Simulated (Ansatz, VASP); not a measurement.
## SnTe: VASP beside Ansatz

```xyz
2
Lattice="0.0000 3.4653 3.4653 3.4653 0.0000 3.4653 3.4653 3.4653 0.0000" Properties=species:S:1:pos:R:3 pbc="T T T"
Sn    0.0000    0.0000    0.0000
Te    1.7326    1.7326    1.7326
```

Change from the starting cell: volume scaled by 0.94, LAPW.

Alike in both runs: task single point; functional PBEsol; k mesh 12 × 12 × 12; occupations fermi-dirac, width 0.1 eV; no spin polarisation.

|  | VASP | Ansatz |
| --- | --- | --- |
| version | VASP 6.6.1 | Ansatz 0.2.0 |
| potentials or method | VASP PAW PBE potentials, release 64 (Sn_d, Te), cutoff 520 eV | all-electron LAPW, scalar-relativistic |

```csv
,VASP,Ansatz,Ansatz less VASP
pressure (GPa),1.8,1.8,+0.03
```

VASP's potentials were made for PBE, not for PBEsol. Ansatz ran all-electron here, and VASP with PAW potentials.

Neither program's run includes spin-orbit coupling.
